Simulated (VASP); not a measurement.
# TaBi (rocksalt type) (Fm-3m) in VASP: relaxation of cell and atoms with PBE

Aim: the relaxation of cell and atoms of TaBi (rocksalt type) with PBE.

All numbers are computed with VASP 6.6.1; they aren't measurements. Logs are shortened: lines on timing, memory, paths and dates and some standing lists are left out, and cuts for length are marked.

## 1. The cell of the first run

Symmetry: Fm-3m, No. 225, cubic system. The conventional cell has a = 5.940 Å, b = 5.940 Å, c = 5.940 Å, α = 90.00°, β = 90.00°, γ = 90.00°. Within 3.9 Å of Ta (site symmetry m-3m) lie 6 Bi at 2.97 Å. Bi (site symmetry m-3m) has 6 Ta at 2.97 Å within 3.9 Å.

## 2. Relaxation of cell and atoms, PBE

File INCAR:

```
SYSTEM = TaBi
PREC     = Accurate       ! precision mode
ENCUT    = 600            ! plane-wave cutoff, eV
EDIFF    = 1E-7           ! SCF threshold, eV
ISMEAR   = -1             ! smearing method
SIGMA    = 0.1            ! smearing width, eV
LREAL    = .False.        ! projectors in reciprocal space
LASPH    = .True.         ! aspherical terms in the spheres
NELM     = 80             ! most SCF steps
ALGO     = Normal         ! electronic algorithm
ISIF     = 3              ! what is computed and relaxed
LWAVE    = .False.        ! write WAVECAR
LCHARG   = .False.        ! write CHGCAR
GGA      = PE             ! functional
IBRION   = 2              ! ionic algorithm
NSW      = 60             ! ionic steps
EDIFFG   = -0.005         ! ionic threshold
```

File KPOINTS:

```
Automatic mesh
0
Gamma
  12 12 12
  0 0 0
```

File POSCAR:

```
TaBi
1.0
    0.0000000000      2.9700087180      2.9700087180
    2.9700087180      0.0000000000      2.9700087180
    2.9700087180      2.9700087180      0.0000000000
Ta Bi
1 1
Direct
    0.0000000000      0.0000000000      0.0000000000
    0.5000000000      0.5000000000      0.5000000000
```

Potentials or basis: VASP PAW PBE potentials, release 64 (Ta_pv, Bi_d).

Run with:

```
$ cat potpaw_PBE.64/Ta_pv/POTCAR potpaw_PBE.64/Bi_d/POTCAR > POTCAR
$ mpirun -np 1 vasp_std > vasp.out
```

OUTCAR:

```text
SYSTEM = TaBi
   PREC = Accurate
   ENCUT = 600
   EDIFF = 1E-7
   ISMEAR = -1
   LREAL = .False.
   LASPH = .True.
   NELM = 80
   ISIF = 3
   GGA = PE
   IBRION = 2
   NSW = 60
   EDIFFG = -0.005

 ion  position               nearest neighbor table
   1  0.000  0.000  0.000-   2 2.97   2 2.97   2 2.97   2 2.97   2 2.97   2 2.97
   2  0.500  0.500  0.500-   1 2.97   1 2.97   1 2.97   1 2.97   1 2.97   1 2.97

  LATTYP: Found a face centered cubic cell.
 ALAT       =     5.9400174360

  Lattice vectors:

 A1 = (   0.0000000000,   2.9700087180,   2.9700087180)
 A2 = (   2.9700087180,   0.0000000000,   2.9700087180)
 A3 = (   2.9700087180,   2.9700087180,   0.0000000000)

Analysis of symmetry for initial positions (statically):
=====================================================================
 Subroutine PRICEL returns:
 Original cell was already a primitive cell.

 Routine SETGRP: Setting up the symmetry group for a
 face centered cubic supercell.

 Subroutine GETGRP returns: Found 48 space group operations
 (whereof 48 operations were pure point group operations)
 out of a pool of 48 trial point group operations.

The static configuration has the point symmetry O_h .

Analysis of symmetry for dynamics (positions and initial velocities):
=====================================================================
 Subroutine PRICEL returns:
 Original cell was already a primitive cell.

 Routine SETGRP: Setting up the symmetry group for a
 face centered cubic supercell.

 Subroutine GETGRP returns: Found 48 space group operations
 (whereof 48 operations were pure point group operations)
 out of a pool of 48 trial point group operations.

The dynamic configuration has the point symmetry O_h .

 Subroutine INISYM returns: Found 48 space group operations
 (whereof 48 operations are pure point group operations),
 and found     1 'primitive' translations

----------------------------------------------------------------------------------------

                                     Primitive cell

  volume of cell :      52.3966

  direct lattice vectors                    reciprocal lattice vectors
     0.000000000  2.970008718  2.970008718    -0.168349674  0.168349674  0.168349674
     2.970008718  0.000000000  2.970008718     0.168349674 -0.168349674  0.168349674
     2.970008718  2.970008718  0.000000000     0.168349674  0.168349674 -0.168349674

  length of vectors
     4.200226609  4.200226609  4.200226609     0.291590189  0.291590189  0.291590189

  position of ions in fractional coordinates (direct lattice)
     0.000000000  0.000000000  0.000000000
     0.500000000  0.500000000  0.500000000

  ion indices of the primitive-cell ions
   primitive index   ion index
                 1           1
                 2           2

----------------------------------------------------------------------------------------

 KPOINTS: Automatic mesh

Automatic generation of k-mesh.
 Grid dimensions read from file:
 generate k-points for:   12   12   12

 Generating k-lattice:

  Cartesian coordinates                     Fractional coordinates (reciprocal lattice)
    -0.014029140  0.014029140  0.014029140     0.083333333  0.000000000  0.000000000
     0.014029140 -0.014029140  0.014029140     0.000000000  0.083333333  0.000000000
     0.014029140  0.014029140 -0.014029140     0.000000000  0.000000000  0.083333333

  Length of vectors
     0.024299182  0.024299182  0.024299182

  Shift w.r.t. Gamma in fractional coordinates (k-lattice)
     0.000000000  0.000000000  0.000000000

 Subroutine IBZKPT returns following result:
 ===========================================

 Found     72 irreducible k-points:

 Following reciprocal coordinates:
            Coordinates               Weight
  0.000000  0.000000  0.000000      1.000000
  0.083333  0.000000  0.000000      8.000000
  0.166667  0.000000  0.000000      8.000000
  0.250000  0.000000  0.000000      8.000000
  0.333333  0.000000  0.000000      8.000000
  0.416667  0.000000  0.000000      8.000000
[... 16 lines left out ...]
  0.500000  0.166667  0.000000     24.000000
 -0.416667  0.166667  0.000000     24.000000
 [... further k-points ...]
   k-points           NKPTS =     72   k-points in BZ     NKDIM =     72   number of bands    NBANDS=     17
   number of dos      NEDOS =    301   number of ions     NIONS =      2
   total plane-waves  NPLWV =  46656
   dimension x,y,z NGX =    36 NGY =   36 NGZ =   36
   dimension x,y,z NGXF=    72 NGYF=   72 NGZF=   72
   ions per type =               1   1
   NGX,Y,Z   is equivalent  to a cutoff of  14.25, 14.25, 14.25 a.u.
   NGXF,Y,Z  is equivalent  to a cutoff of  28.50, 28.50, 28.50 a.u.
 SYSTEM =  TaBi
   PREC   = accura    normal or accurate (medium, high low for compatibility)
   ISTART =      0    job   : 0-new  1-cont  2-samecut
   ICHARG =      2    charge: 1-file 2-atom 10-const
   ISPIN  =      1    spin polarized calculation?
   LNONCOLLINEAR =      F non collinear calculations
   LSORBIT =      F    spin-orbit coupling
   LASPH  =      T    aspherical Exc in radial PAW
   ENCUT  =  600.0 eV  44.10 Ry    6.64 a.u.   8.39  8.39  8.39*2*pi/ulx,y,z
   NELM   =     80;   NELMIN=  2; NELMDL= -5     # of ELM steps
   EDIFF  = 0.1E-06   stopping-criterion for ELM
   LREAL  =      F    real-space projection
   EDIFFG = -.5E-02   stopping-criterion for IOM
   NSW    =     60    number of steps for IOM
   IBRION =      2    ionic relax: 0-MD 1-quasi-New 2-CG
   NFREE  =      1    steps in history (QN), initial steepest desc. (CG)
   ISIF   =      3    stress and relaxation
   ISYM   =      2    0-nonsym 1-usesym 2-fastsym
   POTIM  = 0.5000    time-step for ionic-motion
   TEBEG  =    0.0;   TEEND  =   0.0 temperature during run
   PSTRESS=    0.0 pullay stress
   NELECT =      26.0000    total number of electrons
   NUPDOWN=      -1.0000    fix difference up-down
   EMIN   =  10.00;   EMAX   =-10.00  energy-range for DOS
   EFERMI =   0.00;   METHOD = LEGACY
   ISMEAR =    -1;   SIGMA  =   0.10  broadening in eV -4-tet -1-fermi 0-gaus
   EFERMI_NEDOS =   21; number of points for ismear=-14 and -15
   IALGO  =     38    algorithm
   IMIX   =      4    mixing-type and parameters
     AMIX     =   0.40;   BMIX     =  1.00
     AMIX_MAG =   1.60;   BMIX_MAG =  1.00
  volume/ion in A,a.u.               =      26.20       176.79
  Fermi-wavevector in a.u.,A,eV,Ry     =   1.296079  2.449235 22.855358  1.679821
  Thomas-Fermi vector in A             =   2.427558
   LORBIT       =      0    0 simple, 1 ext, 2 COOP (PROOUT), +10 PAW based schemes
   GGA     = PE    functional components
   LHFCALC =     F    Hartree Fock is set to
   AEXX    =    0.0000 exact exchange contribution
   IVDW    =     0    specifies the selected vdW correction
   LEPSILON=     F    determine dielectric tensor
   LRPA    =     F    only Hartree local field effects (RPA)
 conjugate gradient relaxation of ions
 non-spin polarized calculation
  energy-cutoff  :      600.00
  volume of cell :       52.40
 maximum number of plane-waves:      1807
 NGX is ok and might be reduce to    36
   NGX = 17   NGY = 17   NGZ = 17

--------------------------------------- Ionic step        1  -------------------------------------------

 number of electron      25.9999998 magnetization

 Free energy of the ion-electron system (eV)
  ---------------------------------------------------
  ext. energy  EPLUGINS =         0.00000000
  ---------------------------------------------------
  free energy    TOTEN  =       -13.47586152 eV

  energy without entropy =      -13.37636431  energy(sigma->0) =      -13.42611291

------------------------ aborting loop because EDIFF is reached ----------------------------------------

  FORCE on cell =-STRESS in cart. coord.  units (eV):
  Direction    XX          YY          ZZ          XY          YZ          ZX
  --------------------------------------------------------------------------------------
  -------------------------------------------------------------------------------------
  Total       -1.5341050     -1.5341050     -1.5341050      0.0000000      0.0000000      0.0000000
  in kB      -46.9096831    -46.9096831    -46.9096831      0.0000000      0.0000000      0.0000000
  external PRESSURE =     -46.9096831 kB  Pullay stress =       0.0000000 kB

 VOLUME and BASIS-vectors are now :
 -----------------------------------------------------------------------------
  energy-cutoff  :      600.00
  volume of cell :       52.40
      direct lattice vectors                 reciprocal lattice vectors
     0.000000000  2.970008718  2.970008718    -0.168349674  0.168349674  0.168349674
     2.970008718  0.000000000  2.970008718     0.168349674 -0.168349674  0.168349674
     2.970008718  2.970008718  0.000000000     0.168349674  0.168349674 -0.168349674
[... 145 lines left out ...]
 POSITION                                       TOTAL-FORCE (eV/Angst)
 -----------------------------------------------------------------------------------
     -0.00000      2.91549      2.91549         0.000000     -0.000000     -0.000000
      2.91549      2.91549      2.91549        -0.000000      0.000000      0.000000
 -----------------------------------------------------------------------------------
    total drift:                                0.000000      0.000000      0.000000

  FREE ENERGIE OF THE ION-ELECTRON SYSTEM (eV)
  ---------------------------------------------------
  free  energy   TOTEN  =       -13.5201948211 eV

  energy  without entropy=      -13.4312800639  energy(sigma->0) =      -13.47573744

--------------------------------------- Ionic step        6  -------------------------------------------

 number of electron      26.0000003 magnetization

 Free energy of the ion-electron system (eV)
  ---------------------------------------------------
  ext. energy  EPLUGINS =         0.00000000
  ---------------------------------------------------
  free energy    TOTEN  =       -13.52019974 eV

  energy without entropy =      -13.43138901  energy(sigma->0) =      -13.47579438

 E-fermi :   7.6404     XC(G=0): -11.1292

 val. band max:        7.6363705690   @ k =   0.3333   0.0000   0.0000
 cond. band min:       7.6598495879   @ k =   0.2500   0.2500   0.0000
 fundamental gap:      0.0234790190
 Fermi energy:         7.6403609822

 k-point     1 :       0.0000    0.0000    0.0000
  band No.  band energies     occupation
      1     -27.8548      2.00000
      2     -27.8548      2.00000
      3     -27.8548      2.00000
      4     -15.4479      2.00000
      5     -15.4479      2.00000
      6     -15.3566      2.00000
[... 9 lines left out ...]
     16       8.3071      0.00254
     17       8.3071      0.00254
[... 441 lines left out ...]
 k-point    24 :      -0.4167    0.1667    0.0000
  band No.  band energies     occupation
      1     -27.8885      2.00000
      2     -27.8692      2.00000
      3     -27.8664      2.00000
      4     -15.4182      2.00000
      5     -15.4028      2.00000
      6     -15.3407      2.00000
[... 9 lines left out ...]
     16      10.5023      0.00000
     17      11.7236      0.00000

 [... further k-points ...]
[... 5 lines left out ...]
  --------------------------------------------------------------------------------------
  -------------------------------------------------------------------------------------
  Total        0.0015978      0.0015978      0.0015978     -0.0000000     -0.0000000      0.0000000
  in kB        0.0516809      0.0516809      0.0516809     -0.0000000     -0.0000000      0.0000000
  external PRESSURE =       0.0516809 kB  Pullay stress =       0.0000000 kB

 VOLUME and BASIS-vectors are now :
 -----------------------------------------------------------------------------
  energy-cutoff  :      600.00
  volume of cell :       49.53
      direct lattice vectors                 reciprocal lattice vectors
    -0.000000000  2.914915391  2.914915391    -0.171531565  0.171531565  0.171531565
     2.914915391  0.000000000  2.914915391     0.171531565 -0.171531565  0.171531565
     2.914915391  2.914915391 -0.000000000     0.171531565  0.171531565 -0.171531565

 POSITION                                       TOTAL-FORCE (eV/Angst)
 -----------------------------------------------------------------------------------
      5.82983      2.91492      2.91492         0.000000     -0.000000     -0.000000
      2.91492      2.91492      2.91492        -0.000000      0.000000      0.000000
 -----------------------------------------------------------------------------------
    total drift:                                0.000000      0.000000      0.000000

  FREE ENERGIE OF THE ION-ELECTRON SYSTEM (eV)
  ---------------------------------------------------
  free  energy   TOTEN  =       -13.5201997389 eV

  energy  without entropy=      -13.4313890129  energy(sigma->0) =      -13.47579438

 reached required accuracy - stopping structural energy minimisation
```

Wall time 3.6 min (1 thread of AMD EPYC 9R45 (Zen 5), shared host); peak memory 0.24 GiB.

Results:

- Free energy: -13.5202 eV
- Relaxed volume: 24.77 Å³/atom
- Relaxed cell: a = 4.122 Å, b = 4.122 Å, c = 4.122 Å, α = 60.00°, β = 60.00°, γ = 60.00°
- Space group after relaxing (to 0.1 Å): Fm-3m (No. 225)
- Energy gained by relaxing: 22.2 meV/atom
- Ionic steps: 6
- Pressure after relaxing: 0.0 GPa
- Band gap on the k mesh: zero (bands 13 and 14 overlap by 1.03 eV)

Step by step:
| step | energy change (eV) | largest force (eV/Å) | pressure (GPa) | volume (Å³) |
| --- | --- | --- | --- | --- |
| 1 | 0.0000 | 0.0000 | -4.69 | 52.40 |
| 2 | 0.0066 | 0.0000 | 6.29 | 46.79 |
| 3 | -0.0443 | 0.0000 | -0.05 | 49.56 |
| 4 | -0.0443 | 0.0000 | 0.06 | 49.51 |
| 5 | -0.0443 | 0.0000 | -0.05 | 49.56 |
| 6 | -0.0443 | 0.0000 | 0.01 | 49.53 |

Final structure:
```
CELL_PARAMETERS angstrom
0.00000 2.91492 2.91492
2.91492 0.00000 2.91492
2.91492 2.91492 0.00000
ATOMIC_POSITIONS crystal
Ta 0.00000 0.00000 0.00000
Bi 0.50000 0.50000 0.50000
```

Levels at points of the mesh, in eV from the Fermi level:
| k point | band 10 | band 11 | band 12 | band 13 | band 14 | band 15 | band 16 | band 17 |
| --- | --- | --- | --- | --- | --- | --- | --- | --- |
| (0.00, 0.00, 0.00) | -0.93 | -0.93 | -0.93 | -0.29 | -0.29 | 0.67 | 0.67 | 0.67 |
| (0.50, 0.00, 0.00) | -6.55 | -3.40 | -3.40 | 0.37 | 0.37 | 0.48 | 2.79 | 5.65 |
| (0.50, 0.50, 0.00) | -4.63 | -2.25 | -1.72 | -1.72 | 0.21 | 0.38 | 0.99 | 0.99 |

Caveat: spin-orbit coupling is left out, which moves the levels of the heavy elements.

The gap in the log of VASP goes by the Fermi energy; the results here count the filled bands.